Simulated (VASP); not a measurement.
# Zn2O (P3m1) in VASP: further runs

Zn2O is run at these levels: PBE; tasks: single point, relaxation of cell and atoms.

Program: VASP 6.6.1. These are calculated values, not measurements. Logs are shortened: lines on timing, memory, paths and dates and some standing lists are left out, and cuts for length are marked.

## Step 1: The cell of the first run

It takes space group P3m1 (No. 156, trigonal). Conventional cell: a = 3.194 Å, b = 3.194 Å, c = 9.426 Å, α = 90.00°, β = 90.00°, γ = 120.00°. Within 2.6 Å of Zn (site symmetry 3m) lie 4 O at 1.96 to 1.99 Å. Within 2.8 Å of Zn (site symmetry 3m) lie 3 O at 2.03 Å and 3 Zn at 2.79 Å. Zn (site symmetry 3m) has 1 O at 1.96 Å and 3 Zn at 2.58 Å within 2.6 Å. Within 3.4 Å of Zn (site symmetry 3m) lie 12 Zn at 2.58 to 3.19 Å and 1 O at 2.95 Å. Within 2.6 Å of O (site symmetry 3m) lie 4 Zn at 1.96 to 1.99 Å. Within 2.6 Å of O (site symmetry 3m) lie 4 Zn at 1.96 to 2.03 Å.

## Step 2: Single point, PBE

The input, INCAR:

```
SYSTEM = Zn2O
  PREC = Accurate
  ENCUT = 520
  EDIFF = 1E-6
  ISMEAR = 0
  SIGMA = 0.2
  LREAL = .FALSE.
  LASPH = .TRUE.
  NELM = 60
  ALGO = Normal
  ISIF = 2
  LWAVE = .FALSE.
  LCHARG = .FALSE.
  GGA = PE
  NBANDS = 39
```

The input, KPOINTS:

```
regular mesh
0
G
  6 6 2
  0 0 0
```

The input, POSCAR:

```
Zn2O
1.0
    3.1936435085      0.0000000000      0.0000000000
   -1.5968217542      2.7657764090      0.0000000000
    0.0000000000      0.0000000000      9.4264263850
Zn O
4 2
Direct
    0.3333333333      0.6666666667      0.2716458225
    0.6666666667      0.3333333333      0.5697312621
    0.0000000000      0.0000000000     -0.0163040695
    0.3333333333      0.6666666667      0.7923600887
    0.0000000000      0.0000000000      0.1918078148
    0.3333333333      0.6666666667      0.4797590815
```

Potentials or basis: VASP PAW PBE potentials, release 64 (Zn, O).

Launch:

```sh
> cat potpaw_PBE.64/Zn/POTCAR potpaw_PBE.64/O/POTCAR > POTCAR
> mpirun -np 1 vasp_std > vasp.out
```

OUTCAR:

```text
SYSTEM = Zn2O
   PREC = Accurate
   ENCUT = 520
   EDIFF = 1E-6
   ISMEAR = 0
   LREAL = .FALSE.
   LASPH = .TRUE.
   NELM = 60
   ISIF = 2
   GGA = PE

 ion  position               nearest neighbor table
   1  0.333  0.667  0.272-   6 1.96   5 1.99   5 1.99   5 1.99
   2  0.667  0.333  0.570-   6 2.03   6 2.03   6 2.03   4 2.79   4 2.79   4 2.79
   3  0.000  0.000  0.984-   5 1.96   4 2.58   4 2.58   4 2.58
   4  0.333  0.667  0.792-   3 2.58   3 2.58   3 2.58   2 2.79   2 2.79   2 2.79
   5  0.000  0.000  0.192-   3 1.96   1 1.99   1 1.99   1 1.99
   6  0.333  0.667  0.480-   1 1.96   2 2.03   2 2.03   2 2.03

  LATTYP: Found a hexagonal cell.
 ALAT       =     3.1936435085
 C/A-ratio  =     2.9516213566

  Lattice vectors:

 A1 = (   3.1936435085,   0.0000000000,   0.0000000000)
 A2 = (  -1.5968217542,   2.7657764090,   0.0000000000)
 A3 = (   0.0000000000,   0.0000000000,   9.4264263850)

Analysis of symmetry for initial positions (statically):
=====================================================================
 Subroutine PRICEL returns:
 Original cell was already a primitive cell.

 Routine SETGRP: Setting up the symmetry group for a
 hexagonal supercell.

 Subroutine GETGRP returns: Found  6 space group operations
 (whereof  6 operations were pure point group operations)
 out of a pool of 24 trial point group operations.

The static configuration has the point symmetry C_3v.

Analysis of symmetry for dynamics (positions and initial velocities):
=====================================================================
 Subroutine PRICEL returns:
 Original cell was already a primitive cell.

 Routine SETGRP: Setting up the symmetry group for a
 hexagonal supercell.

 Subroutine GETGRP returns: Found  6 space group operations
 (whereof  6 operations were pure point group operations)
 out of a pool of 24 trial point group operations.

The dynamic configuration has the point symmetry C_3v.

 Subroutine INISYM returns: Found  6 space group operations
 (whereof  6 operations are pure point group operations),
 and found     1 'primitive' translations

----------------------------------------------------------------------------------------

                                     Primitive cell

  volume of cell :      83.2627

  direct lattice vectors                    reciprocal lattice vectors
[... 86 lines left out ...]
   EDIFFG = 0.1E-04   stopping-criterion for IOM
   NSW    =      0    number of steps for IOM
   IBRION =     -1    ionic relax: 0-MD 1-quasi-New 2-CG
   NFREE  =      0    steps in history (QN), initial steepest desc. (CG)
   ISIF   =      2    stress and relaxation
   ISYM   =      2    0-nonsym 1-usesym 2-fastsym
   POTIM  = 0.5000    time-step for ionic-motion
   TEBEG  =    0.0;   TEEND  =   0.0 temperature during run
   PSTRESS=    0.0 pullay stress
   NELECT =      60.0000    total number of electrons
   NUPDOWN=      -1.0000    fix difference up-down
   EMIN   =  10.00;   EMAX   =-10.00  energy-range for DOS
   EFERMI =   0.00;   METHOD = LEGACY
   ISMEAR =     0;   SIGMA  =   0.20  broadening in eV -4-tet -1-fermi 0-gaus
   EFERMI_NEDOS =   21; number of points for ismear=-14 and -15
   IALGO  =     38    algorithm
   IMIX   =      4    mixing-type and parameters
     AMIX     =   0.40;   BMIX     =  1.00
     AMIX_MAG =   1.60;   BMIX_MAG =  1.00
  volume/ion in A,a.u.               =      13.88        93.65
  Fermi-wavevector in a.u.,A,eV,Ry     =   1.467715  2.773579 29.309496  2.154187
  Thomas-Fermi vector in A             =   2.583299
   LORBIT       =      0    0 simple, 1 ext, 2 COOP (PROOUT), +10 PAW based schemes
   GGA     = PE    functional components
   LHFCALC =     F    Hartree Fock is set to
   AEXX    =    0.0000 exact exchange contribution
   IVDW    =     0    specifies the selected vdW correction
   LEPSILON=     F    determine dielectric tensor
   LRPA    =     F    only Hartree local field effects (RPA)
 non-spin polarized calculation
 Gauss-broadening in eV      SIGMA  =   0.20
  energy-cutoff  :      520.00
  volume of cell :       83.26
 maximum number of plane-waves:      2268
 NGX is ok and might be reduce to    24
   NGX = 11   NGY = 11   NGZ = 35

 number of electron      59.9999986 magnetization

 Free energy of the ion-electron system (eV)
  ---------------------------------------------------
  ext. energy  EPLUGINS =         0.00000000
  ---------------------------------------------------
  free energy    TOTEN  =       -19.21821554 eV

  energy without entropy =      -19.19201707  energy(sigma->0) =      -19.20511630

 E-fermi :   2.1037     XC(G=0): -10.8461

 val. band max:        1.9717229259   @ k =   0.3333   0.1667   0.0000
 cond. band min:       2.2332014801   @ k =   0.0000   0.0000   0.0000
 fundamental gap:      0.2614785542
 Fermi energy:         2.1037125058

 k-point     1 :       0.0000    0.0000    0.0000
  band No.  band energies     occupation
      1     -17.0256      2.00000
      2     -16.5584      2.00000
      3      -6.2018      2.00000
      4      -5.3963      2.00000
      5      -5.2131      2.00000
      6      -5.0850      2.00000
[... 577 lines left out ...]
     38       9.2853      0.00000
     39       9.6172      0.00000

------------------------ aborting loop because EDIFF is reached ----------------------------------------

  FORCE on cell =-STRESS in cart. coord.  units (eV):
  Direction    XX          YY          ZZ          XY          YZ          ZX
  --------------------------------------------------------------------------------------
  -------------------------------------------------------------------------------------
  Total        0.4600980      0.4600980      0.3514879      0.0000000      0.0000000      0.0000000
  in kB        8.8534049      8.8534049      6.7634833      0.0000000      0.0000000      0.0000000
  external PRESSURE =       8.1567644 kB  Pullay stress =       0.0000000 kB

 VOLUME and BASIS-vectors are now :
 -----------------------------------------------------------------------------
  energy-cutoff  :      520.00
  volume of cell :       83.26
      direct lattice vectors                 reciprocal lattice vectors
     3.193643509  0.000000000  0.000000000     0.313121987  0.180781063  0.000000000
    -1.596821754  2.765776409  0.000000000     0.000000000  0.361562127  0.000000000
     0.000000000  0.000000000  9.426426385     0.000000000  0.000000000  0.106084741

 POSITION                                       TOTAL-FORCE (eV/Angst)
 -----------------------------------------------------------------------------------
     -0.00000      1.84385      2.56065        -0.000000      0.000000      0.031056
      1.59682      0.92193      5.37053         0.000000     -0.000000      0.032925
      0.00000      0.00000      9.27274        -0.000000      0.000000     -0.040206
     -0.00000      1.84385      7.46912         0.000000     -0.000000     -0.008975
      0.00000      0.00000      1.80806         0.000000      0.000000     -0.029579
     -0.00000      1.84385      4.52241        -0.000000      0.000000      0.014779
 -----------------------------------------------------------------------------------
    total drift:                               -0.000001      0.000002      0.000130

  FREE ENERGIE OF THE ION-ELECTRON SYSTEM (eV)
  ---------------------------------------------------
  free  energy   TOTEN  =       -19.2182155391 eV

  energy  without entropy=      -19.1920170679  energy(sigma->0) =      -19.20511630
```

OSZICAR:

```text
N       E                     dE             d eps       ncg     rms          rms(c)
DAV:   1     0.521659512847E+03    0.52166E+03   -0.29027E+04  1092   0.229E+03
DAV:   2     0.465996691140E+02   -0.47506E+03   -0.44771E+03  1108   0.482E+02
DAV:   3    -0.205908186476E+02   -0.67190E+02   -0.65989E+02  1239   0.168E+02
DAV:   4    -0.230753745457E+02   -0.24846E+01   -0.24778E+01  1218   0.338E+01
DAV:   5    -0.230927933342E+02   -0.17419E-01   -0.17418E-01  1211   0.278E+00    0.147E+01
DAV:   6    -0.190188717683E+02    0.40739E+01   -0.12353E+01  1826   0.634E+01    0.840E+00
DAV:   7    -0.192812867746E+02   -0.26242E+00   -0.40899E+00  1106   0.166E+01    0.582E+00
DAV:   8    -0.193321392574E+02   -0.50852E-01   -0.14509E+00  1600   0.230E+01    0.230E+00
DAV:   9    -0.192193923444E+02    0.11275E+00   -0.39242E-01  1730   0.130E+01    0.782E-01
DAV:  10    -0.192172881590E+02    0.21042E-02   -0.99012E-02  1299   0.260E+00    0.164E-01
DAV:  11    -0.192182264450E+02   -0.93829E-03   -0.10453E-02  1267   0.107E+00    0.127E-01
DAV:  12    -0.192182011165E+02    0.25328E-04   -0.12014E-03  1405   0.124E+00    0.524E-02
DAV:  13    -0.192182152039E+02   -0.14087E-04   -0.31621E-04  1348   0.357E-01    0.148E-02
DAV:  14    -0.192182120945E+02    0.31093E-05   -0.45949E-05  1404   0.228E-01    0.107E-02
DAV:  15    -0.192182151356E+02   -0.30410E-05   -0.39649E-05  1366   0.995E-02    0.587E-03
DAV:  16    -0.192182155391E+02   -0.40350E-06   -0.39626E-06  1153   0.213E-02
   1 F= -.19218216E+02 E0= -.19205116E+02  d E =-.261985E-01
```

Wall time 49 s (1 thread of Intel Xeon Platinum 8259CL at 2.50GHz (Skylake/Cascade Lake), shared host); peak memory 0.2 GiB.

Results:

```yaml
Free_energy: -19.2182 eV
Pressure: 0.8 GPa
Largest_force: 0.040 eV/Å
Band_gap_on_the_k_mesh: zero (bands 30 and 31 overlap by 0.14 eV)
```

Forces in eV/Å, atoms in the order of the input:
```
Zn   0.000  0.000  0.031
Zn   0.000  0.000  0.033
Zn   0.000  0.000 -0.040
Zn   0.000  0.000 -0.009
O    0.000  0.000 -0.030
O    0.000  0.000  0.015
```

Caveat: the k points lie up to 0.38 Å⁻¹ apart; semilocal functionals underestimate gaps, so a narrow gap can read as zero.

## Step 3: Relaxation of cell and atoms, PBE

This run uses another cell than the first one, of 13.04 Å³/atom.

The input, INCAR:

```
SYSTEM = Zn2O
PREC = Accurate
ENCUT = 600
EDIFF = 1E-6
ISMEAR = 0
SIGMA = 0.2
LREAL = .FALSE.
LASPH = .TRUE.
NELM = 100
ALGO = Normal
ISIF = 3
LWAVE = .FALSE.
LCHARG = .FALSE.
GGA = PE
IBRION = 2
NSW = 36
EDIFFG = -0.08
```

KPOINTS is that of step 2.

The input, POSCAR:

```
Zn2O
1.0
    3.1000000000      0.0000000000      0.0000000000
   -1.5500000000      2.6846787500      0.0000000000
    0.0000000000      0.0000000000      9.4000000000
Zn O
4 2
Direct
    0.3333333300      0.6666666700      0.2750000000
    0.6666666700      0.3333333300      0.5500000000
    0.0000000000      0.0000000000      0.0000000000
    0.3333333300      0.6666666700      0.7750000000
    0.0000000000      0.0000000000      0.2070000000
    0.3333333300      0.6666666700      0.4820000000
```

Potentials or basis: VASP PAW PBE potentials, release 64 (Zn, O).

Launch:

```sh
> cat potpaw_PBE.64/Zn/POTCAR potpaw_PBE.64/O/POTCAR > POTCAR
> mpirun -np 1 vasp_std > vasp.out
```

Wall time 6.6 min (1 thread of Intel Xeon Platinum 8259CL at 2.50GHz (Skylake/Cascade Lake), shared host); peak memory 0.26 GiB.

The run converged. Its results:

```yaml
Free_energy: -19.2173 eV
Relaxed_volume: 13.99 Å³/atom
Relaxed_cell: a = 3.205 Å, b = 3.205 Å, c = 9.435 Å, α = 90.00°, β = 90.00°, γ = 120.00°
Space_group_after_relaxing_to_0.1_Å: P3m1 (No. 156)
Energy_gained_by_relaxing: 100.4 meV/atom
Ionic_steps: 8
Pressure_after_relaxing: 0.1 GPa
Largest_force_after_relaxing: 0.052 eV/Å
Band_gap_on_the_k_mesh: zero (bands 30 and 31 overlap by 0.13 eV)
```

Forces on the atoms (eV/Å):
```
Zn   0.000  0.000  0.042
Zn   0.000  0.000 -0.024
Zn   0.000  0.000 -0.035
Zn   0.000  0.000 -0.029
O    0.000  0.000 -0.005
O    0.000  0.000  0.052
```

The path:
| step | energy change (eV) | largest force (eV/Å) | pressure (GPa) | volume (Å³) |
| --- | --- | --- | --- | --- |
| 1 | 0.0000 | 1.8909 | 12.34 | 78.23 |
| 2 | -0.3990 | 0.6371 | -4.06 | 90.16 |
| 3 | -0.4401 | 0.6186 | -1.03 | 87.05 |
| 4 | -0.4894 | 0.5036 | -0.95 | 86.48 |
| 5 | -0.5696 | 0.7929 | -0.06 | 84.76 |
| 6 | -0.5992 | 0.2328 | -0.13 | 84.28 |
| 7 | -0.6011 | 0.1001 | -0.18 | 84.12 |
| 8 | -0.6022 | 0.0518 | 0.11 | 83.93 |

Final structure:
```yaml
crystal:
  lattice:
    - [3.20495, 0.00000, 0.00000]
    - [-1.60247, 2.77557, 0.00000]
    - [0.00000, 0.00000, 9.43533]
  atoms:
    - { symbol: Zn, position: [0.33333, 0.66667, 0.27123] }
    - { symbol: Zn, position: [0.66667, 0.33333, 0.56968] }
    - { symbol: Zn, position: [0.00000, 0.00000, 0.98376] }
    - { symbol: Zn, position: [0.33333, 0.66667, 0.79303] }
    - { symbol: O, position: [0.00000, 0.00000, 0.19176] }
    - { symbol: O, position: [0.33333, 0.66667, 0.47954] }
```

Levels at points of the mesh, in eV from the Fermi level:
```tsv
k point	band 27	band 28	band 29	band 30	band 31	band 32	band 33	band 34
(0.00, 0.00, 0.00)	-1.93	-1.50	-1.50	-1.07	0.13	3.85	4.69	9.13
(0.50, 0.00, 0.00)	-3.02	-2.25	-2.08	-1.85	0.84	2.06	4.98	5.51
(0.00, 0.00, 0.50)	-1.92	-1.92	-1.51	-1.51	1.62	2.25	5.97	7.74
(0.50, 0.00, 0.50)	-3.01	-2.26	-2.17	-2.11	1.13	2.19	4.65	5.08
```

Caveat: the k points lie up to 0.38 Å⁻¹ apart in the final cell; semilocal functionals underestimate gaps, so a narrow gap can read as zero; the relaxation stopped at a loose force limit of 0.08 eV/Å, so its end isn't a converged minimum.

(Part 1 of 3 ends here.)
